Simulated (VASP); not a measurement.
# Si in VASP: a series of runs

Runs on Si. Level: PBE. Tasks: single point.

All numbers are computed with VASP 6.6.1; they aren't measurements. Logs are shortened: lines on timing, memory, paths and dates and some standing lists are left out, and cuts for length are marked.

## 1. The cell of the first run

The cell holds a slab with vacuum, 9 atoms: a = 3.851 Å, b = 6.365 Å, c = 19.753 Å, α = 90.00°, β = 90.00°, γ = 90.00°.

## 2. Single point, PBE, collinear spin

Contents of INCAR:

```
SYSTEM = Si
PREC = Accurate ; ENCUT = 520
EDIFF = 1E-6 ; ISMEAR = 0
SIGMA = 0.05 ; LREAL = .FALSE.
LASPH = .TRUE. ; NELM = 150
ALGO = Normal ; ISIF = 2
LWAVE = .FALSE. ; LCHARG = .FALSE.
ISPIN = 2 ; MAGMOM = 0 0 0 0 0 0 0 0 2
LORBIT = 11 ; LDIPOL = .TRUE.
IDIPOL = 3 ; DIPOL = 0.5 0.5 0.336
GGA = PE ; NBANDS = 32
```

Contents of KPOINTS:

```
Automatic mesh
0
G
  7 4 1
  0 0 0
```

Contents of POSCAR:

```
Si
1.0
    3.8510821775      0.0000000000      0.0000000000
    0.0000000000      6.3646812330      0.0000000000
    0.0000000000      0.0000000000     19.7525434730
Si
9
Direct
    0.0000000000      0.9370679250      0.2025055662
    0.0000000000      0.5629320750      0.2025055662
    0.5000000000      0.4370679250      0.2587875163
    0.5000000000      0.0629320750      0.2587875163
    0.5000000000      0.9333044678      0.3720589473
    0.5000000000      0.5666955322      0.3720589473
    0.0000000000      0.4259907530      0.4177964972
    0.0000000000      0.0740092470      0.4177964972
    0.0000000000      1.2593240863      0.5239312020
```

Potentials or basis: VASP PAW PBE potentials, release 64 (Si).

On the command line:

```
$ cat potpaw_PBE.64/Si/POTCAR > POTCAR
$ mpirun -np 1 vasp_std > vasp.out
```

OUTCAR:

```text
SYSTEM = Si
   PREC = Accurate
   ENCUT = 520
   EDIFF = 1E-6
   ISMEAR = 0
   LREAL = .FALSE.
   LASPH = .TRUE.
   NELM = 150
   ISIF = 2
   ISPIN = 2
   LORBIT = 11
   GGA = PE

 ion  position               nearest neighbor table
   1  0.000  0.937  0.203-   4 2.36   4 2.36   2 2.38
   2  0.000  0.563  0.203-   3 2.36   3 2.36   1 2.38
   3  0.500  0.437  0.259-   2 2.36   2 2.36   4 2.38   6 2.38
   4  0.500  0.063  0.259-   1 2.36   1 2.36   3 2.38   5 2.38
   5  0.500  0.933  0.372-   8 2.31   8 2.31   6 2.33   4 2.38
   6  0.500  0.567  0.372-   7 2.31   7 2.31   5 2.33   3 2.38
   7  0.000  0.426  0.418-   8 2.24   6 2.31   6 2.31   9 2.35
   8  0.000  0.074  0.418-   7 2.24   5 2.31   5 2.31   9 2.41
   9  0.000  0.259  0.524-   7 2.35   8 2.41

  LATTYP: Found a simple orthorhombic cell.
 ALAT       =     3.8510821775
 B/A-ratio  =     1.6526994075
 C/A-ratio  =     5.1290890619

  Lattice vectors:

 A1 = (   3.8510821775,   0.0000000000,   0.0000000000)
 A2 = (   0.0000000000,   6.3646812330,   0.0000000000)
 A3 = (   0.0000000000,   0.0000000000,  19.7525434730)

Analysis of symmetry for initial positions (statically):
=====================================================================
 Subroutine PRICEL returns:
 Original cell was already a primitive cell.

 Routine SETGRP: Setting up the symmetry group for a
 simple orthorhombic supercell.

 Subroutine GETGRP returns: Found  2 space group operations
 (whereof  2 operations were pure point group operations)
 out of a pool of  8 trial point group operations.

The static configuration has the point symmetry C_1h.

Analysis of symmetry for dynamics (positions and initial velocities):
=====================================================================
 Subroutine PRICEL returns:
 Original cell was already a primitive cell.

 Routine SETGRP: Setting up the symmetry group for a
 simple orthorhombic supercell.

 Subroutine GETGRP returns: Found  2 space group operations
 (whereof  2 operations were pure point group operations)
 out of a pool of  8 trial point group operations.

The dynamic configuration has the point symmetry C_1h.

Analysis of structural, dynamic, and magnetic symmetry:
=====================================================================
 Subroutine PRICEL returns:
 Original cell was already a primitive cell.

 Routine SETGRP: Setting up the symmetry group for a
 simple orthorhombic supercell.

 Subroutine GETGRP returns: Found  2 space group operations
 (whereof  2 operations were pure point group operations)
 out of a pool of  8 trial point group operations.

The overall configuration has the point symmetry C_1h.

 Subroutine INISYM returns: Found  2 space group operations
 (whereof  2 operations are pure point group operations),
 and found     1 'primitive' translations

----------------------------------------------------------------------------------------

                                     Primitive cell

  volume of cell :     484.1528

  direct lattice vectors                    reciprocal lattice vectors
     3.851082177  0.000000000  0.000000000     0.259667271  0.000000000  0.000000000
     0.000000000  6.364681233  0.000000000     0.000000000  0.157117060  0.000000000
     0.000000000  0.000000000 19.752543473     0.000000000  0.000000000  0.050626392

  length of vectors
     3.851082177  6.364681233 19.752543473     0.259667271  0.157117060  0.050626392

  position of ions in fractional coordinates (direct lattice)
     0.000000000  0.937067925  0.202505566
     0.000000000  0.562932075  0.202505566
     0.500000000  0.437067925  0.258787516
     0.500000000  0.062932075  0.258787516
     0.500000000  0.933304468  0.372058947
     0.500000000  0.566695532  0.372058947
     0.000000000  0.425990753  0.417796497
     0.000000000  0.074009247  0.417796497
     0.000000000  0.259324086  0.523931202

  ion indices of the primitive-cell ions
   primitive index   ion index
                 1           1
                 2           2
                 3           3
                 4           4
                 5           5
                 6           6
                 7           7
                 8           8
                 9           9

----------------------------------------------------------------------------------------

 KPOINTS: Automatic mesh

Automatic generation of k-mesh.
 Grid dimensions read from file:
 generate k-points for:    7    4    1

 Generating k-lattice:

  Cartesian coordinates                     Fractional coordinates (reciprocal lattice)
     0.037095324  0.000000000  0.000000000     0.142857143  0.000000000  0.000000000
     0.000000000  0.039279265  0.000000000     0.000000000  0.250000000  0.000000000
     0.000000000  0.000000000  0.050626392     0.000000000  0.000000000  1.000000000

  Length of vectors
     0.037095324  0.039279265  0.050626392

  Shift w.r.t. Gamma in fractional coordinates (k-lattice)
     0.000000000  0.000000000  0.000000000

 Subroutine IBZKPT returns following result:
 ===========================================

 Found     12 irreducible k-points:

 Following reciprocal coordinates:
            Coordinates               Weight
  0.000000  0.000000  0.000000      1.000000
  0.142857  0.000000  0.000000      2.000000
  0.285714  0.000000  0.000000      2.000000
  0.428571  0.000000  0.000000      2.000000
  0.000000  0.250000  0.000000      2.000000
  0.142857  0.250000  0.000000      4.000000
  0.285714  0.250000  0.000000      4.000000
  0.428571  0.250000  0.000000      4.000000
  0.000000  0.500000  0.000000      1.000000
  0.142857  0.500000  0.000000      2.000000
  0.285714  0.500000  0.000000      2.000000
  0.428571  0.500000  0.000000      2.000000
   k-points           NKPTS =     12   k-points in BZ     NKDIM =     12   number of bands    NBANDS=     32
   number of dos      NEDOS =    301   number of ions     NIONS =      9
   total plane-waves  NPLWV = 216000
   dimension x,y,z NGX =    30 NGY =   48 NGZ =  150
   dimension x,y,z NGXF=    60 NGYF=   96 NGZF=  300
   ions per type =               9
   NGX,Y,Z   is equivalent  to a cutoff of  12.95, 12.54, 12.62 a.u.
   NGXF,Y,Z  is equivalent  to a cutoff of  25.90, 25.08, 25.25 a.u.
 SYSTEM =  Si
   PREC   = accura    normal or accurate (medium, high low for compatibility)
   ISTART =      0    job   : 0-new  1-cont  2-samecut
   ICHARG =      2    charge: 1-file 2-atom 10-const
   ISPIN  =      2    spin polarized calculation?
   LNONCOLLINEAR =      F non collinear calculations
   LSORBIT =      F    spin-orbit coupling
   LASPH  =      T    aspherical Exc in radial PAW
   ENCUT  =  520.0 eV  38.22 Ry    6.18 a.u.   7.16 11.83 36.73*2*pi/ulx,y,z
   NELM   =    150;   NELMIN=  2; NELMDL= -5     # of ELM steps
   EDIFF  = 0.1E-05   stopping-criterion for ELM
   LREAL  =      F    real-space projection
   EDIFFG = 0.1E-04   stopping-criterion for IOM
   NSW    =      0    number of steps for IOM
   IBRION =     -1    ionic relax: 0-MD 1-quasi-New 2-CG
   NFREE  =      0    steps in history (QN), initial steepest desc. (CG)
   ISIF   =      2    stress and relaxation
   ISYM   =      2    0-nonsym 1-usesym 2-fastsym
   POTIM  = 0.5000    time-step for ionic-motion
   TEBEG  =    0.0;   TEEND  =   0.0 temperature during run
   PSTRESS=    0.0 pullay stress
   NELECT =      36.0000    total number of electrons
   NUPDOWN=      -1.0000    fix difference up-down
   EMIN   =  10.00;   EMAX   =-10.00  energy-range for DOS
   EFERMI =   0.00;   METHOD = LEGACY
   ISMEAR =     0;   SIGMA  =   0.05  broadening in eV -4-tet -1-fermi 0-gaus
   EFERMI_NEDOS =   21; number of points for ismear=-14 and -15
   IALGO  =     38    algorithm
   IMIX   =      4    mixing-type and parameters
     AMIX     =   0.40;   BMIX     =  1.00
     AMIX_MAG =   1.60;   BMIX_MAG =  1.00
  volume/ion in A,a.u.               =      53.79       363.02
  Fermi-wavevector in a.u.,A,eV,Ry     =   0.688412  1.300909  6.447944  0.473911
  Thomas-Fermi vector in A             =   1.769204
   LORBIT       =     11    0 simple, 1 ext, 2 COOP (PROOUT), +10 PAW based schemes
   GGA     = PE    functional components
   LHFCALC =     F    Hartree Fock is set to
   AEXX    =    0.0000 exact exchange contribution
   IVDW    =     0    specifies the selected vdW correction
   LEPSILON=     F    determine dielectric tensor
   LRPA    =     F    only Hartree local field effects (RPA)
 spin polarized calculation
 Gauss-broadening in eV      SIGMA  =   0.05
  energy-cutoff  :      520.00
  volume of cell :      484.15
 maximum number of plane-waves:     13082
 NGX is ok and might be reduce to    30
   NGX = 15   NGY = 23   NGZ = 73

 dipolmoment           0.000000      0.000000     -0.007856 electrons x Angstroem

 number of electron      35.9999999 magnetization       0.4236461

 dipolmoment           0.000000      0.000000      0.062147 electrons x Angstroem

 Free energy of the ion-electron system (eV)
  ---------------------------------------------------
  ext. energy  EPLUGINS =         0.00000000
  ---------------------------------------------------
  free energy    TOTEN  =       -43.86710100 eV

  energy without entropy =      -43.86138726  energy(sigma->0) =      -43.86424413

 E-fermi :  -1.1132     XC(G=0):  -4.3701

 val. band max:       -1.1383843222   @ k =   0.4286   0.5000   0.0000
 cond. band min:      -1.1012967799   @ k =   0.0000   0.5000   0.0000
 fundamental gap:      0.0370875424
 Fermi energy:        -1.1131654631

 spin component 1

 k-point     1 :       0.0000    0.0000    0.0000
  band No.  band energies     occupation
      1     -12.5925      1.00000
      2     -11.4307      1.00000
      3     -10.1271      1.00000
      4      -9.3913      1.00000
      5      -8.8142      1.00000
      6      -7.7399      1.00000
[... 385 lines left out ...]
     29       3.8443      0.00000
     30       4.0795      0.00000
 Fermi energy:        -1.1131654631

 spin component 2

 k-point     1 :       0.0000    0.0000    0.0000
  band No.  band energies     occupation
      1     -12.5635      1.00000
      2     -11.3880      1.00000
      3     -10.0997      1.00000
      4      -9.3517      1.00000
      5      -8.7819      1.00000
      6      -7.6879      1.00000
[... 385 lines left out ...]
     29       3.8780      0.00000
     30       4.1146      0.00000
 [bands above 30 left out]

------------------------ aborting loop because EDIFF is reached ----------------------------------------

 vacuum level on the upper side and lower side of the slab       (xc-potential included)         0.225        -0.221

  FORCE on cell =-STRESS in cart. coord.  units (eV):
  Direction    XX          YY          ZZ          XY          YZ          ZX
  --------------------------------------------------------------------------------------
  -------------------------------------------------------------------------------------
  Total       -0.9838746      2.0023602     -0.1782421      0.0000000     -0.4494583      0.0000000
  in kB       -3.2558762      6.6262882     -0.5898456      0.0000000     -1.4873649      0.0000000
  external PRESSURE =       0.9268555 kB  Pullay stress =       0.0000000 kB

 VOLUME and BASIS-vectors are now :
 -----------------------------------------------------------------------------
  energy-cutoff  :      520.00
  volume of cell :      484.15
      direct lattice vectors                 reciprocal lattice vectors
     3.851082177  0.000000000  0.000000000     0.259667271  0.000000000  0.000000000
     0.000000000  6.364681233  0.000000000     0.000000000  0.157117060  0.000000000
     0.000000000  0.000000000 19.752543473     0.000000000  0.000000000  0.050626392

 POSITION                                       TOTAL-FORCE (eV/Angst)
 -----------------------------------------------------------------------------------
      0.00000      5.96414      4.00000         0.000000     -0.705007      0.525961
      0.00000      3.58288      4.00000         0.000000      0.706378      0.537643
      1.92554      2.78180      5.11171         0.000000      0.045910     -0.593573
      1.92554      0.40054      5.11171         0.000000     -0.042145     -0.600296
      1.92554      5.94019      7.34911         0.000000      0.015146     -0.310732
      1.92554      3.60684      7.34911         0.000000      0.010426     -0.378989
      0.00000      2.71130      8.25254         0.000000      1.277110      0.270519
      0.00000      0.47105      8.25254         0.000000     -1.112907      0.553984
      0.00000      1.65052     10.34897         0.000000     -0.194911     -0.004516
 -----------------------------------------------------------------------------------
    total drift:                               -0.000000      0.000003      0.000027

  FREE ENERGIE OF THE ION-ELECTRON SYSTEM (eV)
  ---------------------------------------------------
  free  energy   TOTEN  =       -43.8671010048 eV

  energy  without entropy=      -43.8613872580  energy(sigma->0) =      -43.86424413

 vacuum level on the upper side and lower side of the slab         4.193         3.737

 total charge

# of ion       s       p       d       tot
------------------------------------------
    1        0.793   0.834   0.000   1.627
    2        0.793   0.834   0.000   1.627
    3        0.764   0.891   0.000   1.655
    4        0.764   0.890   0.000   1.654
    5        0.764   0.926   0.000   1.690
    6        0.765   0.926   0.000   1.691
    7        0.763   0.964   0.000   1.727
    8        0.762   0.954   0.000   1.717
    9        0.894   0.667   0.000   1.561
--------------------------------------------------
tot          7.061   7.886   0.000  14.947

 magnetization (x)

# of ion       s       p       d       tot
------------------------------------------
    1        0.004   0.029   0.000   0.032
    2        0.006   0.040   0.000   0.046
    3        0.000   0.003   0.000   0.004
    4        0.001   0.004   0.000   0.004
    5        0.002   0.006   0.000   0.008
    6        0.002   0.008   0.000   0.010
    7        0.000   0.009   0.000   0.010
    8        0.000   0.010   0.000   0.010
    9        0.001   0.022   0.000   0.024
--------------------------------------------------
tot          0.016   0.131   0.000   0.148
```

Wall time 6.8 min (1 thread of Intel Xeon 6975P-C (Granite Rapids), shared host); peak memory 0.77 GiB.

Results:

```yaml
Free_energy: -43.8671 eV
Largest_force: 1.305 eV/Å
Net_moment: 0.42 μB per cell
Site_moments: Si +0.03, +0.05, +0.00, +0.01, +0.02 (each value once) μB
Valence_electrons_inside_the_program's_atomic_spheres: Si 1.63, 1.66, 1.65, 1.69, 1.73, 1.72, 1.56 (each value once)
```

Forces in eV/Å, atoms in the order of the input:
```
Si   0.000 -0.705  0.526
Si   0.000  0.706  0.538
Si   0.000  0.046 -0.594
Si   0.000 -0.042 -0.600
Si   0.000  0.015 -0.311
Si   0.000  0.010 -0.379
Si   0.000  1.277  0.271
Si   0.000 -1.113  0.554
Si   0.000 -0.195 -0.005
```

[end of part 1 of 2]
